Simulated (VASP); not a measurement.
# Cd (P6_3/mmc) in VASP: notebook, part 2 of 2

VASP 6.6.1.

**3. Single point, PBEsol**

This run uses another cell than the first one, of 19.52 Å³/atom, 1.055 times its volume.

File INCAR:

```
  ALGO = Normal
  EDIFF = 1E-6
  ENCUT = 520
  GGA = PS
  ISIF = 2
  ISMEAR = -1
  LASPH = T
  LCHARG = F
  LREAL = F
  LWAVE = F
  NBANDS = 19
  NELM = 100
  PREC = Accurate
  SIGMA = 0.05
```

File KPOINTS:

```
k-points
0
Gamma
  10 10 5
```

File POSCAR:

```
Cd
1.0
    2.9103843579      0.0000000000      0.0000000000
   -1.4551921790      2.5204667887      0.0000000000
    0.0000000000      0.0000000000      5.3217837841
Cd
2
Direct
    0.6666666667      0.3333333333      0.7500000000
    0.3333333333      0.6666666667      0.2500000000
```

Potentials or basis: VASP PAW PBE potentials, release 64 (Cd).

Started as:

```
> cat potpaw_PBE.64/Cd/POTCAR > POTCAR
> mpirun -np 1 vasp_std > vasp.out
```

OUTCAR:

```text
EDIFF = 1E-6
   ENCUT = 520
   GGA = PS
   ISIF = 2
   ISMEAR = -1
   LASPH = T
   LREAL = F
   NELM = 100
   PREC = Accurate

 ion  position               nearest neighbor table
   1  0.667  0.333  0.750-   2 3.15   2 3.15   2 3.15   2 3.15   2 3.15   2 3.15
   2  0.333  0.667  0.250-   1 3.15   1 3.15   1 3.15   1 3.15   1 3.15   1 3.15

  LATTYP: Found a hexagonal cell.
 ALAT       =     2.9103843579
 C/A-ratio  =     1.8285501603

  Lattice vectors:

 A1 = (   2.9103843579,   0.0000000000,   0.0000000000)
 A2 = (  -1.4551921790,   2.5204667887,   0.0000000000)
 A3 = (   0.0000000000,   0.0000000000,   5.3217837841)

Analysis of symmetry for initial positions (statically):
=====================================================================
 Subroutine PRICEL returns:
 Original cell was already a primitive cell.

 Routine SETGRP: Setting up the symmetry group for a
 hexagonal supercell.

 Subroutine GETGRP returns: Found 24 space group operations
 (whereof 12 operations were pure point group operations)
 out of a pool of 24 trial point group operations.

The static configuration has the point symmetry D_3d.
 The point group associated with its full space group is D_6h.

Analysis of symmetry for dynamics (positions and initial velocities):
=====================================================================
 Subroutine PRICEL returns:
 Original cell was already a primitive cell.

 Routine SETGRP: Setting up the symmetry group for a
 hexagonal supercell.

 Subroutine GETGRP returns: Found 24 space group operations
 (whereof 12 operations were pure point group operations)
 out of a pool of 24 trial point group operations.

The dynamic configuration has the point symmetry D_3d.
 The point group associated with its full space group is D_6h.

[... 105 lines left out ...]
   ISYM   =      2    0-nonsym 1-usesym 2-fastsym
   POTIM  = 0.5000    time-step for ionic-motion
   TEBEG  =    0.0;   TEEND  =   0.0 temperature during run
   PSTRESS=    0.0 pullay stress
   NELECT =      24.0000    total number of electrons
   NUPDOWN=      -1.0000    fix difference up-down
   EMIN   =  10.00;   EMAX   =-10.00  energy-range for DOS
   EFERMI =   0.00;   METHOD = LEGACY
   ISMEAR =    -1;   SIGMA  =   0.05  broadening in eV -4-tet -1-fermi 0-gaus
   EFERMI_NEDOS =   21; number of points for ismear=-14 and -15
   IALGO  =     38    algorithm
   IMIX   =      4    mixing-type and parameters
     AMIX     =   0.40;   BMIX     =  1.00
     AMIX_MAG =   1.60;   BMIX_MAG =  1.00
  volume/ion in A,a.u.               =      19.52       131.72
  Fermi-wavevector in a.u.,A,eV,Ry     =   1.392031  2.630558 26.364712  1.937752
  Thomas-Fermi vector in A             =   2.515813
   LORBIT       =      0    0 simple, 1 ext, 2 COOP (PROOUT), +10 PAW based schemes
   GGA     = PS    functional components
   LHFCALC =     F    Hartree Fock is set to
   AEXX    =    0.0000 exact exchange contribution
   IVDW    =     0    specifies the selected vdW correction
   LEPSILON=     F    determine dielectric tensor
   LRPA    =     F    only Hartree local field effects (RPA)
 non-spin polarized calculation
  energy-cutoff  :      520.00
  volume of cell :       39.04
 maximum number of plane-waves:      1087
 NGX is ok and might be reduce to    24
   NGX = 11   NGY = 11   NGZ = 19

 number of electron      24.0000009 magnetization

 Free energy of the ion-electron system (eV)
  ---------------------------------------------------
  ext. energy  EPLUGINS =         0.00000000
  ---------------------------------------------------
  free energy    TOTEN  =        -2.36689361 eV

  energy without entropy =       -2.36409230  energy(sigma->0) =       -2.36549296

 E-fermi :   3.5969     XC(G=0): -11.7629

 val. band max:        3.5754555987   @ k =   0.1000  -0.0000   0.2000
 cond. band min:       3.6364837246   @ k =   0.4000  -0.0000   0.0000
 fundamental gap:      0.0610281259
 Fermi energy:         3.5968763092

 k-point     1 :       0.0000    0.0000    0.0000
  band No.  band energies     occupation
      1      -6.7145      2.00000
      2      -6.3858      2.00000
      3      -6.0122      2.00000
      4      -5.9003      2.00000
      5      -5.9003      2.00000
      6      -5.8242      2.00000
[... 505 lines left out ...]
      6      -5.3896      2.00000
[... 11 lines left out ...]
     18      14.0974      0.00000
     19      17.6286      0.00000

 [... further k-points ...]
[... 5 lines left out ...]
  --------------------------------------------------------------------------------------
  -------------------------------------------------------------------------------------
  Total        1.3715294      1.3715294      1.3047736     -0.0000000     -0.0000000      0.0000000
  in kB       56.2894702     56.2894702     53.5497190     -0.0000000     -0.0000000      0.0000000
  external PRESSURE =      55.3762198 kB  Pullay stress =       0.0000000 kB

 VOLUME and BASIS-vectors are now :
 -----------------------------------------------------------------------------
  energy-cutoff  :      520.00
  volume of cell :       39.04
      direct lattice vectors                 reciprocal lattice vectors
     2.910384358  0.000000000  0.000000000     0.343597229  0.198375953  0.000000000
    -1.455192179  2.520466789  0.000000000     0.000000000  0.396751905  0.000000000
     0.000000000  0.000000000  5.321783784     0.000000000  0.000000000  0.187906920

 POSITION                                       TOTAL-FORCE (eV/Angst)
 -----------------------------------------------------------------------------------
      1.45519      0.84016      3.99134         0.000000      0.000000      0.000000
     -0.00000      1.68031      1.33045        -0.000000      0.000000      0.000000
 -----------------------------------------------------------------------------------
    total drift:                                0.000000     -0.000000      0.000000

  FREE ENERGIE OF THE ION-ELECTRON SYSTEM (eV)
  ---------------------------------------------------
  free  energy   TOTEN  =        -2.3668936106 eV

  energy  without entropy=       -2.3640923018  energy(sigma->0) =       -2.36549296
```

Run time: 14 s. Hardware: 1 thread of AMD EPYC 9R14 (Zen 4), shared host; peak memory 0.13 GiB.

Results:

* Free energy: -2.3669 eV
* Pressure: 5.5 GPa
* Band gap on the k mesh: zero (band 12 reaches 4.69 eV, above the bottom of band 13 at 0.96 eV)

Levels at points of the mesh, in eV from the Fermi level:
```csv
k point,band 10,band 11,band 12,band 13,band 14,band 15
"(0.00, 0.00, 0.00)",-8.55,-8.55,-3.48,-2.63,11.96,14.55
"(0.50, 0.00, 0.00)",-8.25,-2.79,-2.07,2.30,3.07,3.84
```

Caveat: the PAW data sets were made with another functional, which shifts forces and pressure a little.
